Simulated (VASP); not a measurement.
**Sn3PbS4: single point with PBE**

Crystal: Sn3PbS4.

```
Sn Pb S
1.0
     6.22528   -4.14164    0.00768
     6.22528    4.14164    0.00768
    -1.23702    0.00000    4.01478
Sn Pb S
3 1 4
Direct
  0.50313 0.01029 0.93911
  0.99590 0.99590 0.60914
  0.01029 0.50313 0.93911
  0.50456 0.50456 0.60677
  0.21839 0.72836 0.06862
  0.77585 0.77585 0.38588
  0.27462 0.27462 0.38517
  0.72836 0.21839 0.06862
```

```json
{"Program": "VASP 6.6.1", "Task": "single point", "Functional": "PBE", "Potentials or basis": "VASP PAW PBE potentials, release 64 (Sn_d, Pb_d, S)", "Cutoff": "520 eV", "k mesh": "4 × 4 × 8", "Occupations": "gaussian, width 0.02 eV", "Spin": "no spin polarisation"}
```

- Pressure: -0.1 GPa
- Largest force: 0.008 eV/Å
- Band gap on the k mesh: 0.64 eV, indirect (least direct gap 0.98 eV)

Forces on the atoms (eV/Å):
```
Sn   0.003 -0.002  0.000
Sn  -0.004  0.000  0.004
Sn   0.003  0.002  0.000
Pb  -0.006  0.000  0.004
S    0.005 -0.002 -0.006
S   -0.002  0.000  0.001
S   -0.002  0.000  0.002
S    0.005  0.002 -0.006
```

Levels at points of the mesh, in eV from the valence-band top:
| k point | band 36 | band 37 | band 38 | band 39 | band 40 | band 41 | band 42 | band 43 | band 44 | band 45 |
| --- | --- | --- | --- | --- | --- | --- | --- | --- | --- | --- |
| (0.00, 0.00, 0.00) | -1.79 | -1.67 | -1.03 | -0.74 | -0.49 | 1.64 | 1.69 | 2.57 | 2.74 | 3.10 |
| (0.50, 0.00, 0.00) | -1.69 | -1.32 | -1.14 | -0.69 | -0.49 | 1.94 | 2.08 | 2.80 | 2.96 | 2.99 |
| (0.50, 0.50, 0.00) | -1.81 | -1.70 | -0.71 | -0.39 | -0.33 | 0.64 | 1.23 | 1.45 | 2.22 | 2.51 |
| (0.00, 0.00, 0.50) | -1.67 | -1.66 | -1.57 | -0.68 | -0.20 | 1.52 | 1.62 | 1.96 | 2.47 | 3.02 |
| (0.50, 0.00, 0.50) | -2.42 | -1.78 | -1.47 | -1.26 | -1.24 | 1.73 | 1.76 | 3.06 | 3.09 | 3.86 |
| (0.50, 0.50, 0.50) | -2.04 | -1.77 | -1.72 | -0.76 | 0.00 | 1.54 | 1.68 | 2.10 | 2.66 | 2.82 |

Run time: 6.7 min on 1 thread of Intel(R) Xeon(R) Platinum 8488C (Sapphire Rapids), with other jobs on the host, peak memory 0.56 GiB.

Caveat: spin-orbit coupling is left out, which moves the levels of the heavy elements. A k mesh can miss the band edges.
